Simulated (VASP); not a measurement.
# BaTiO3 (P4/mmm) in VASP: further runs

Runs on BaTiO3. Level: PBE. Tasks: single point.

Everything below comes from runs of VASP 6.6.1. Logs are shortened: lines on timing, memory, paths and dates and some standing lists are left out, and cuts for length are marked.

## (1) The cell of the first run

The structure is tetragonal, space group P4/mmm (No. 123). Conventional cell: a = 4.100 Å, b = 4.100 Å, c = 3.964 Å, α = 90.00°, β = 90.00°, γ = 90.00°. Within 3.8 Å of Ba (site symmetry 4/mmm) lie 12 O at 2.85 to 2.90 Å and 8 Ti at 3.51 Å. Ti (site symmetry 4/mmm) has 6 O at 1.98 to 2.05 Å within 2.6 Å. O (site symmetry mmm) has 2 Ti at 2.05 Å within 2.7 Å. Within 2.6 Å of O (site symmetry 4/mmm) lie 2 Ti at 1.98 Å.

## (2) Single point, PBE (biaxial strain in the a-b plane: +2.0 %, then relaxed in part)

Contents of INCAR:

```
ALGO = Normal
EDIFF = 1E-7
ENCUT = 520
GGA = PE
ISIF = 2
ISMEAR = 0
LASPH = True
LCHARG = False
LREAL = False
LWAVE = False
NBANDS = 28
NELM = 100
PREC = Accurate
SIGMA = 0.02
```

Contents of KPOINTS:

```
k-points
0
Gamma
  8 8 8
```

Contents of POSCAR:

```
BaTiO3
1.0
    4.0996359530      0.0000000000      0.0000000000
    0.0000000000      4.0996359530      0.0000000000
    0.0000000000      0.0000000000      3.9642584064
Ba Ti O
1 1 3
Direct
    0.5000000000      0.5000000000      0.5000000000
    0.0000000000      0.0000000000      0.0000000000
    0.5000000000      0.0000000000      0.0000000000
    0.0000000000      0.5000000000      0.0000000000
    0.0000000000      0.0000000000      0.5000000000
```

Potentials or basis: VASP PAW PBE potentials, release 64 (Ba_sv, Ti_sv, O).

On the command line:

```
cat potpaw_PBE.64/Ba_sv/POTCAR potpaw_PBE.64/Ti_sv/POTCAR potpaw_PBE.64/O/POTCAR > POTCAR
mpirun -np 1 vasp_std > vasp.out
```

OUTCAR:

```text
EDIFF = 1E-7
   ENCUT = 520
   GGA = PE
   ISIF = 2
   ISMEAR = 0
   LASPH = True
   LREAL = False
   NELM = 100
   PREC = Accurate

 ion  position               nearest neighbor table
   1  0.500  0.500  0.500-   3 2.85   4 2.85   3 2.85   4 2.85   3 2.85   3 2.85   4 2.85   4 2.85
                             5 2.90   5 2.90   5 2.90   5 2.90   2 3.51   2 3.51   2 3.51   2 3.51
   2  0.000  0.000  0.000-   5 1.98   5 1.98   3 2.05   4 2.05   4 2.05   3 2.05   1 3.51   1 3.51
                             1 3.51   1 3.51   1 3.51   1 3.51   1 3.51   1 3.51
   3  0.500  0.000  0.000-   2 2.05   2 2.05   1 2.85   1 2.85   1 2.85   1 2.85
   4  0.000  0.500  0.000-   2 2.05   2 2.05   1 2.85   1 2.85   1 2.85   1 2.85
   5  0.000  0.000  0.500-   2 1.98   2 1.98   1 2.90   1 2.90   1 2.90   1 2.90

  LATTYP: Found a simple tetragonal cell.
 ALAT       =     4.0996359530
 C/A-ratio  =     0.9669781541

  Lattice vectors:

 A1 = (   4.0996359530,   0.0000000000,   0.0000000000)
 A2 = (   0.0000000000,   4.0996359530,   0.0000000000)
 A3 = (   0.0000000000,   0.0000000000,   3.9642584064)

Analysis of symmetry for initial positions (statically):
=====================================================================
 Subroutine PRICEL returns:
 Original cell was already a primitive cell.

 Routine SETGRP: Setting up the symmetry group for a
 simple tetragonal supercell.

 Subroutine GETGRP returns: Found 16 space group operations
 (whereof 16 operations were pure point group operations)
 out of a pool of 16 trial point group operations.

The static configuration has the point symmetry D_4h.

Analysis of symmetry for dynamics (positions and initial velocities):
=====================================================================
 Subroutine PRICEL returns:
 Original cell was already a primitive cell.

 Routine SETGRP: Setting up the symmetry group for a
 simple tetragonal supercell.

 Subroutine GETGRP returns: Found 16 space group operations
 (whereof 16 operations were pure point group operations)
 out of a pool of 16 trial point group operations.

The dynamic configuration has the point symmetry D_4h.

 Subroutine INISYM returns: Found 16 space group operations
 (whereof 16 operations are pure point group operations),
 and found     1 'primitive' translations

----------------------------------------------------------------------------------------

                                     Primitive cell

  volume of cell :      66.6274

  direct lattice vectors                    reciprocal lattice vectors
     4.099635953  0.000000000  0.000000000     0.243924098  0.000000000  0.000000000
     0.000000000  4.099635953  0.000000000     0.000000000  0.243924098  0.000000000
     0.000000000  0.000000000  3.964258406     0.000000000  0.000000000  0.252253990

  length of vectors
     4.099635953  4.099635953  3.964258406     0.243924098  0.243924098  0.252253990

  position of ions in fractional coordinates (direct lattice)
     0.500000000  0.500000000  0.500000000
     0.000000000  0.000000000  0.000000000
     0.500000000  0.000000000  0.000000000
     0.000000000  0.500000000  0.000000000
     0.000000000  0.000000000  0.500000000

  ion indices of the primitive-cell ions
   primitive index   ion index
                 1           1
                 2           2
                 3           3
                 4           4
                 5           5

----------------------------------------------------------------------------------------

 KPOINTS: k-points

Automatic generation of k-mesh.
 Grid dimensions read from file:
 generate k-points for:    8    8    8

 Generating k-lattice:

  Cartesian coordinates                     Fractional coordinates (reciprocal lattice)
     0.030490512  0.000000000  0.000000000     0.125000000  0.000000000  0.000000000
     0.000000000  0.030490512  0.000000000     0.000000000  0.125000000  0.000000000
     0.000000000  0.000000000  0.031531749     0.000000000  0.000000000  0.125000000

  Length of vectors
     0.030490512  0.030490512  0.031531749

  Shift w.r.t. Gamma in fractional coordinates (k-lattice)
     0.000000000  0.000000000  0.000000000

 Subroutine IBZKPT returns following result:
 ===========================================

 Found     75 irreducible k-points:

 Following reciprocal coordinates:
            Coordinates               Weight
  0.000000  0.000000  0.000000      1.000000
  0.125000  0.000000  0.000000      4.000000
  0.250000  0.000000  0.000000      4.000000
  0.375000  0.000000  0.000000      4.000000
  0.500000  0.000000  0.000000      2.000000
  0.125000  0.125000  0.000000      4.000000
[... 16 lines left out ...]
  0.375000  0.125000  0.125000     16.000000
  0.500000  0.125000  0.125000      8.000000
 [... further k-points ...]
   k-points           NKPTS =     75   k-points in BZ     NKDIM =     75   number of bands    NBANDS=     28
[... 38 lines left out ...]
  volume/ion in A,a.u.               =      13.33        89.92
  Fermi-wavevector in a.u.,A,eV,Ry     =   1.381054  2.609814 25.950529  1.907310
  Thomas-Fermi vector in A             =   2.505874
   LORBIT       =      0    0 simple, 1 ext, 2 COOP (PROOUT), +10 PAW based schemes
   GGA     = PE    functional components
   LHFCALC =     F    Hartree Fock is set to
   AEXX    =    0.0000 exact exchange contribution
   IVDW    =     0    specifies the selected vdW correction
   LEPSILON=     F    determine dielectric tensor
   LRPA    =     F    only Hartree local field effects (RPA)
 non-spin polarized calculation
 Gauss-broadening in eV      SIGMA  =   0.02
  energy-cutoff  :      520.00
  volume of cell :       66.63
 maximum number of plane-waves:      1817
   NGX = 15   NGY = 15   NGZ = 15

 number of electron      39.9999996 magnetization

 Free energy of the ion-electron system (eV)
  ---------------------------------------------------
  ext. energy  EPLUGINS =         0.00000000
  ---------------------------------------------------
  free energy    TOTEN  =       -39.95289950 eV

  energy without entropy =      -39.95289950  energy(sigma->0) =      -39.95289950

 E-fermi :   3.7576     XC(G=0): -11.0584

 val. band max:        3.5695937621   @ k =   0.5000   0.5000   0.5000
 cond. band min:       5.1729292764   @ k =   0.0000   0.0000   0.0000
 fundamental gap:      1.6033355143
 Fermi energy:         3.7575778295

 k-point     1 :       0.0000    0.0000    0.0000
  band No.  band energies     occupation
      1     -53.2506      2.00000
      2     -29.4493      2.00000
      3     -29.4405      2.00000
      4     -29.4405      2.00000
      5     -21.3662      2.00000
      6     -13.2981      2.00000
[... 20 lines left out ...]
     27       8.7206      0.00000
     28      10.5252      0.00000

 k-point     2 :       0.1250    0.0000    0.0000
  band No.  band energies     occupation
      1     -53.2505      2.00000
      2     -29.4491      2.00000
      3     -29.4460      2.00000
      4     -29.4403      2.00000
      5     -21.3533      2.00000
      6     -13.3120      2.00000
[... 20 lines left out ...]
     27       8.9956      0.00000
     28      10.8771      0.00000

 k-point     3 :       0.2500    0.0000    0.0000
  band No.  band energies     occupation
      1     -53.2503      2.00000
      2     -29.4591      2.00000
      3     -29.4486      2.00000
      4     -29.4398      2.00000
      5     -21.3219      2.00000
      6     -13.3691      2.00000
[... 20 lines left out ...]
     27       9.6967      0.00000
     28      11.7934      0.00000

 k-point     4 :       0.3750    0.0000    0.0000
  band No.  band energies     occupation
      1     -53.2500      2.00000
      2     -29.4722      2.00000
      3     -29.4481      2.00000
      4     -29.4393      2.00000
      5     -21.2901      2.00000
      6     -13.4501      2.00000
[... 578 lines left out ...]
     27      10.1491      0.00000
     28      11.5820      0.00000

 k-point    23 :       0.3750    0.1250    0.1250
  band No.  band energies     occupation
      1     -53.2498      2.00000
      2     -29.4715      2.00000
      3     -29.4562      2.00000
      4     -29.4444      2.00000
      5     -21.2689      2.00000
      6     -13.3254      2.00000
[... 20 lines left out ...]
     27      10.9162      0.00000
     28      12.0447      0.00000

 k-point    24 :       0.5000    0.1250    0.1250
  band No.  band energies     occupation
      1     -53.2497      2.00000
      2     -29.4769      2.00000
      3     -29.4560      2.00000
      4     -29.4441      2.00000
      5     -21.2568      2.00000
      6     -13.3509      2.00000
[... 20 lines left out ...]
     27      11.2451      0.00000
     28      12.1875      0.00000

 [... further k-points ...]

------------------------ aborting loop because EDIFF is reached ----------------------------------------

  FORCE on cell =-STRESS in cart. coord.  units (eV):
  Direction    XX          YY          ZZ          XY          YZ          ZX
  --------------------------------------------------------------------------------------
  -------------------------------------------------------------------------------------
  Total       -1.7017196     -1.7017196      0.7038753      0.0000000     -0.0000000      0.0000000
  in kB      -40.9209805    -40.9209805     16.9259775      0.0000000     -0.0000000      0.0000000
  external PRESSURE =     -21.6386612 kB  Pullay stress =       0.0000000 kB

 VOLUME and BASIS-vectors are now :
 -----------------------------------------------------------------------------
  energy-cutoff  :      520.00
  volume of cell :       66.63
      direct lattice vectors                 reciprocal lattice vectors
     4.099635953  0.000000000  0.000000000     0.243924098  0.000000000  0.000000000
     0.000000000  4.099635953  0.000000000     0.000000000  0.243924098  0.000000000
     0.000000000  0.000000000  3.964258406     0.000000000  0.000000000  0.252253990

 POSITION                                       TOTAL-FORCE (eV/Angst)
 -----------------------------------------------------------------------------------
      2.04982      2.04982      1.98213         0.000000      0.000000      0.000000
      0.00000      0.00000      0.00000         0.000000      0.000000      0.000000
      2.04982      0.00000      0.00000         0.000000      0.000000      0.000000
      0.00000      2.04982      0.00000         0.000000      0.000000      0.000000
      0.00000      0.00000      1.98213         0.000000      0.000000      0.000000
 -----------------------------------------------------------------------------------
    total drift:                                0.000000     -0.000000      0.000000

  FREE ENERGIE OF THE ION-ELECTRON SYSTEM (eV)
  ---------------------------------------------------
  free  energy   TOTEN  =       -39.9528994993 eV

  energy  without entropy=      -39.9528994993  energy(sigma->0) =      -39.95289950
```

Wall time 61 s (1 thread of Intel Xeon 6975P-C (Granite Rapids), shared host); peak memory 0.27 GiB.

What came out:

| Item | Value |
| --- | --- |
| Free energy | -39.9529 eV |
| Pressure | -2.2 GPa |
| Band gap on the k mesh | 1.60 eV (least direct gap 1.78 eV) |

Caveat: the cell differs from its parent crystal (biaxial strain in the a-b plane: +2.0 %, then relaxed in part); the stress differs along the axes, from -4 to 2 GPa; spin-orbit coupling is left out, which moves the levels of the heavy elements. A k mesh can miss the band edges.

## (3) Single point, PBE (biaxial strain in the a-b plane: +2.0 %)

Contents of INCAR:

```
  PREC = Accurate
  ENCUT = 520
  EDIFF = 1E-6
  ISMEAR = 0
  SIGMA = 0.02
  LREAL = False
  LASPH = True
  NELM = 60
  ALGO = Normal
  ISIF = 2
  LWAVE = False
  LCHARG = True
  GGA = PE
  LELF = True
  LVHAR = True
  NBANDS = 28
```

Contents of KPOINTS:

```
Automatic mesh
0
Gamma
  8 8 8
```

Edit POSCAR of step 2 so:

```diff
@@ -4,3 +4,3 @@
     0.0000000000      4.0996359530      0.0000000000
-    0.0000000000      0.0000000000      3.9642584064
+    0.0000000000      0.0000000000      3.9710199231
 Ba Ti O
```

Potentials or basis: VASP PAW PBE potentials, release 64 (Ba_sv, Ti_sv, O).

On the command line:

```
cat potpaw_PBE.64/Ba_sv/POTCAR potpaw_PBE.64/Ti_sv/POTCAR potpaw_PBE.64/O/POTCAR > POTCAR
mpirun -np 1 vasp_std > vasp.out
```

It took 63 s on 1 thread of Intel Xeon 6975P-C (Granite Rapids), shared host; peak memory 0.27 GiB.

Results (log left out):

```yaml
Free_energy: -39.9540 eV
Pressure: -2.4 GPa
Band_gap_on_the_k_mesh: 1.60 eV (least direct gap 1.79 eV)
```

Stress tensor (GPa, compression positive):
```
-4.24  0.00  0.00
 0.00 -4.24  0.00
 0.00  0.00  1.19
```

Levels at points of the mesh, in eV from the valence-band top:
```csv
k point,band 16,band 17,band 18,band 19,band 20,band 21,band 22,band 23,band 24,band 25
"(0.00, 0.00, 0.00)",-1.08,-0.98,-0.21,-0.21,-0.18,1.60,1.66,1.66,3.50,3.71
"(0.50, 0.00, 0.00)",-1.81,-1.69,-1.68,-0.75,-0.71,1.79,3.17,3.19,3.66,5.49
"(0.50, 0.50, 0.00)",-2.43,-1.77,-1.09,-1.09,-0.17,3.19,3.19,3.56,4.61,6.99
"(0.00, 0.00, 0.50)",-2.04,-1.86,-1.83,-0.75,-0.75,1.77,3.44,3.44,3.51,5.62
"(0.50, 0.00, 0.50)",-2.56,-1.74,-0.84,-0.83,-0.09,3.18,3.44,3.74,4.31,7.31
"(0.50, 0.50, 0.50)",-2.55,-2.25,-0.07,0.00,0.00,3.79,3.95,3.95,6.42,6.56
```

Caveat: the cell differs from its parent crystal (biaxial strain in the a-b plane: +2.0 %); the stress differs along the axes, from -4 to 1 GPa; spin-orbit coupling is left out, which moves the levels of the heavy elements. A k mesh can miss the band edges.

## (4) Single point, PBE

Contents of INCAR:

```
SYSTEM = BaTiO3
PREC = Accurate
ENCUT = 520
EDIFF = 1E-6
ISMEAR = 0
SIGMA = 0.02
LREAL = .FALSE.
LASPH = .TRUE.
NELM = 80
ALGO = Normal
ISIF = 2
LWAVE = .FALSE.
LCHARG = .TRUE.
GGA = PE
LELF = .TRUE.
LVHAR = .TRUE.
NBANDS = 28
```

Contents of KPOINTS:

```
Automatic mesh
0
G
  8 8 8
  0 0 0
```

Edit POSCAR of step 3 so:

```diff
@@ -4,3 +4,3 @@
     0.0000000000      4.0996359530      0.0000000000
-    0.0000000000      0.0000000000      3.9710199231
+    0.0000000000      0.0000000000      3.9642584064
 Ba Ti O
```

On the command line:

```
cat potpaw_PBE.64/Ba_sv/POTCAR potpaw_PBE.64/Ti_sv/POTCAR potpaw_PBE.64/O/POTCAR > POTCAR
mpirun -np 1 vasp_std > vasp.out
```

It took 57 s on 1 thread of Intel Xeon 6975P-C (Granite Rapids), shared host; peak memory 0.27 GiB.

It converged, with:

| Quantity | Value |
| --- | --- |
| Free energy | -39.9529 eV |
| Pressure | -2.2 GPa |
| Band gap on the k mesh | 1.60 eV (least direct gap 1.78 eV) |

Stress tensor (GPa, compression positive):
```
-4.11  0.00  0.00
 0.00 -4.11  0.00
 0.00  0.00  1.68
```

Levels at points of the mesh, in eV from the valence-band top:
```csv
k point,band 17,band 18,band 19,band 20,band 21,band 22,band 23,band 24
"(0.00, 0.00, 0.00)",-0.98,-0.21,-0.21,-0.18,1.60,1.66,1.66,3.51
"(0.50, 0.00, 0.00)",-1.69,-1.68,-0.75,-0.71,1.79,3.18,3.19,3.67
"(0.50, 0.50, 0.00)",-1.77,-1.10,-1.10,-0.17,3.19,3.19,3.56,4.63
"(0.00, 0.00, 0.50)",-1.86,-1.84,-0.76,-0.76,1.77,3.46,3.46,3.51
"(0.50, 0.00, 0.50)",-1.74,-0.84,-0.82,-0.10,3.18,3.46,3.75,4.31
"(0.50, 0.50, 0.50)",-2.24,-0.07,0.00,0.00,3.80,3.96,3.96,6.42
```

Caveat: the stress differs along the axes, from -4 to 2 GPa; spin-orbit coupling is left out, which moves the levels of the heavy elements.

## (5) Single point, PBE (biaxial strain in the a-b plane: +3.0 %, then relaxed in part)

Contents of INCAR:

```
SYSTEM = BaTiO3
  PREC = Accurate
  ENCUT = 520
  EDIFF = 1E-6
  ISMEAR = 0
  SIGMA = 0.02
  LREAL = .FALSE.
  LASPH = .TRUE.
  NELM = 100
  ALGO = Normal
  ISIF = 2
  LWAVE = .FALSE.
  LCHARG = .FALSE.
  GGA = PE
  NBANDS = 28
```

KPOINTS is that of step 4.

Edit POSCAR of step 4 so:

```diff
@@ -2,5 +2,5 @@
 1.0
-    4.0996359530      0.0000000000      0.0000000000
-    0.0000000000      4.0996359530      0.0000000000
-    0.0000000000      0.0000000000      3.9642584064
+    4.1398284623      0.0000000000      0.0000000000
+    0.0000000000      4.1398284623      0.0000000000
+    0.0000000000      0.0000000000      3.9395725726
 Ba Ti O
```

On the command line:

```
cat potpaw_PBE.64/Ba_sv/POTCAR potpaw_PBE.64/Ti_sv/POTCAR potpaw_PBE.64/O/POTCAR > POTCAR
mpirun -np 1 vasp_std > vasp.out
```

Run time: 50 s. Hardware: 1 thread of Intel Xeon 6975P-C (Granite Rapids), shared host; peak memory 0.28 GiB.

It converged, with:

```yaml
Free_energy: -39.9056 eV
Pressure: -3.9 GPa
Band_gap_on_the_k_mesh: 1.55 eV (least direct gap 1.74 eV)
```

Stress tensor (GPa, compression positive):
```
-6.61  0.00  0.00
 0.00 -6.61  0.00
 0.00  0.00  1.65
```

Levels at points of the mesh, in eV from the valence-band top:
```
           k point  band 18  band 19  band 20  band 21  band 22  band 23
(0.00, 0.00, 0.00)    -0.24    -0.24    -0.19     1.55     1.63     1.63
(0.50, 0.00, 0.00)    -1.62    -0.76    -0.71     1.75     3.06     3.08
(0.50, 0.50, 0.00)    -1.20    -1.20    -0.21     3.08     3.08     3.43
(0.00, 0.00, 0.50)    -1.81    -0.77    -0.77     1.72     3.37     3.47
(0.50, 0.00, 0.50)    -0.82    -0.80    -0.11     3.07     3.47     3.72
(0.50, 0.50, 0.50)    -0.10     0.00     0.00     3.66     3.91     3.91
```

Caveat: the cell differs from its parent crystal (biaxial strain in the a-b plane: +3.0 %, then relaxed in part); the stress differs along the axes, from -7 to 2 GPa; spin-orbit coupling is left out, which moves the levels of the heavy elements. A k mesh can miss the band edges.

## (6) The runs side by side

| cell | gap on the mesh (eV) | pressure (GPa) |
| --- | --- | --- |
| a = 4.100, b = 4.100, c = 3.964 Å, 5 atoms | 1.60 | -2.2 |
| a = 4.100, b = 4.100, c = 3.971 Å, 5 atoms | 1.60 | -2.4 |
| a = 4.140, b = 4.140, c = 3.940 Å, 5 atoms | 1.55 | -3.9 |

Alike in all rows: task single point; level PBE; potentials or basis VASP PAW PBE potentials, release 64 (Ba_sv, Ti_sv, O); no spin polarisation; k mesh 8 × 8 × 8; cutoff (eV) 520; smearing gaussian 0.02 eV.

Caveats: spin-orbit coupling is left out, which moves the levels of the heavy elements; the stress differs along the axes, from -4 to 2 GPa (at least some runs); the stress differs along the axes, from -4 to 1 GPa (at least some runs); the stress differs along the axes, from -7 to 2 GPa (at least some runs).

Total energies depend on the potentials used, so only differences within one code and one set of settings carry meaning.
